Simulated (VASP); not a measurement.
NbSn2:

```xyz
3
Lattice="0.0000 3.2032 3.2032 3.2032 0.0000 3.2032 3.2032 3.2032 0.0000" Properties=species:S:1:pos:R:3 pbc="T T T"
Nb    0.0000    0.0000    0.0000
Sn    1.6016    1.6016    1.6016
Sn    4.8048    4.8048    4.8048
```

| Quantity | Value |
| --- | --- |
| Program | VASP 6.6.1 |
| Task | relaxation of cell and atoms |
| Functional | PBE |
| Potentials or basis | VASP PAW PBE potentials, release 64 (Nb_sv, Sn_d) |
| Cutoff | 600 eV |
| k mesh | 6 × 6 × 6 |
| Occupations | gaussian, width 0.1 eV |
| Spin | no spin polarisation |

At the start: pressure 17.1 GPa; volume 21.91 Å³/atom.

Q: Where does the relaxation end?

A: Over 4 steps the energy falls by 170.5 meV/atom and the volume is 25.65 Å³/atom (+17.1 %); space group Fm-3m (No. 225, to 0.1 Å) before and after.

Step by step:
```
step  energy change (eV)  largest force (eV/Å)  pressure (GPa)  volume (Å³)
   1              0.0000                0.0000           17.13        65.73
   2             -0.0955                0.0000           -8.45        90.63
   3             -0.5110                0.0000           -0.34        77.23
   4             -0.5114                0.0000           -0.09        76.95
```

Final structure:
```
CELL_PARAMETERS angstrom
0.00000 3.37591 3.37591
3.37591 0.00000 3.37591
3.37591 3.37591 0.00000
ATOMIC_POSITIONS crystal
Nb 0.00000 0.00000 0.00000
Sn 0.25000 0.25000 0.25000
Sn 0.75000 0.75000 0.75000
```

Caveat: the volume moved by over 15 % at a fixed basis, so the end points are rough.
